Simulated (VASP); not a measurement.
Hf:

```
CELL_PARAMETERS angstrom
4.96233 0.00000 0.00000
-2.48116 4.29750 0.00000
0.00000 0.00000 3.08623
ATOMIC_POSITIONS crystal
Hf 0.66667 0.33333 0.50000
Hf 0.33333 0.66667 0.50000
Hf 0.00000 0.00000 0.00000
```

This isn't the form of Hf at room conditions, which is hcp.

```yaml
Program: VASP 6.6.1
Task: relaxation of cell and atoms
Functional: PBEsol
Potentials_or_basis: VASP PAW PBE potentials, release 64 (Hf_pv)
Cutoff: 600 eV
k_mesh: 8 × 8 × 11
Occupations: methfessel-paxton, width 0.1 eV
Spin: no spin polarisation
```

At the start: pressure -3.2 GPa; volume 21.94 Å³/atom.

Where does the relaxation end?

Over 3 steps the energy falls by 6.4 meV/atom and the volume is 21.32 Å³/atom (-2.8 %); space group P6/mmm (No. 191, to 0.1 Å) before and after.

The path:
```csv
step,energy change (eV),largest force (eV/Å),pressure (GPa),volume (Å³)
1,0.0000,0.0000,-3.20,65.82
2,0.0104,0.0000,4.40,61.73
3,-0.0192,0.0000,-0.02,63.96
```

Final structure:
```
Hf
1.0
     4.91349    0.00000    0.00000
    -2.45674    4.25520    0.00000
     0.00000    0.00000    3.05890
Hf
3
Direct
  0.66667 0.33333 0.50000
  0.33333 0.66667 0.50000
  0.00000 0.00000 0.00000
```

Caveat: the PAW data sets were made with another functional, which shifts forces and pressure a little.
